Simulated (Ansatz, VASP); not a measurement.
# Fe3Ge in VASP and in Ansatz

The input INCAR:

```
SYSTEM = Fe3Ge
PREC = Accurate
ENCUT = 520
EDIFF = 1E-7
ISMEAR = -1
SIGMA = 0.03
LREAL = .FALSE.
LASPH = .TRUE.
NELM = 150
ALGO = Normal
ISIF = 2
LWAVE = .FALSE.
LCHARG = .FALSE.
ISPIN = 2
MAGMOM = 3 3 3 0
LORBIT = 11
LMAXMIX = 4
GGA = PS
NBANDS = 31
```

The input KPOINTS:

```
regular mesh
0
G
  9 9 9
  0 0 0
```

File POSCAR:

```
Fe3Ge
1.0
    3.4674758748      0.0000000000      0.0000000000
    0.0000000000      3.4674758748      0.0000000000
    0.0000000000      0.0000000000      3.4674758748
Fe Ge
3 1
Direct
    0.0000000000      0.5000000000      0.5000000000
    0.5000000000      0.5000000000      0.0000000000
    0.5000000000      0.0000000000      0.5000000000
    0.0000000000      0.0000000000      0.0000000000
```

Input for Ansatz:

```yaml
crystal:
  lattice:
    - [3.4674758748, 0.0, 0.0]
    - [0.0, 3.4674758748, 0.0]
    - [0.0, 0.0, 3.4674758748]
  atoms:
    - { symbol: Fe, position: [0.0, 0.5, 0.5], spin: 3.0 }
    - { symbol: Fe, position: [0.5, 0.5, 0.0], spin: 3.0 }
    - { symbol: Fe, position: [0.5, 0.0, 0.5], spin: 3.0 }
    - { symbol: Ge, position: [0.0, 0.0, 0.0] }
magnetization:
  spin_polarized: true
kpoints:
  mp_grid: { grid: [9, 9, 9] }
scf:
  occupations: { method: fermi_dirac, width: 0.03 }
  lower_state_search: "off"
hamiltonian:
  xc: pbesol
  pseudopotentials: { kind: paw }
output:
  forces: true
  stress: true
  eigenvalues: true
  populations: true
```

Change from the starting cell: volume scaled by 0.85, PAW files.

Alike in both runs: task single point; functional PBEsol; k mesh 9 × 9 × 9; occupations fermi-dirac, width 0.03 eV; collinear spin.

|  | VASP | Ansatz |
| --- | --- | --- |
| version | VASP 6.6.1 | Ansatz 0.2.0 |
| potentials or method | VASP PAW PBE potentials, release 64 (Fe, Ge_d) | PAW with Ansatz's default frozen-core files, scalar-relativistic |
| plane-wave cutoff (eV) | 520 | 420 |
| valence electrons in the cell | 38 | 62 |

```tsv
	VASP	Ansatz	Ansatz less VASP
pressure (GPa)	24.6	24.1	-0.51
net moment per atom (μB)	1.42	1.41	-0.008
size of the moment on the site where the two differ most (μB)	0.10	0.07	-0.027
```

VASP's potentials were made for PBE, not for PBEsol. Site moments also hang on the region over which each program counts them. The functional is the same, so the differences come from potentials, cutoffs and numerics. VASP's potentials hold 38 valence electrons a cell and Ansatz's 62, so a difference there can come from the potentials and not from the codes.
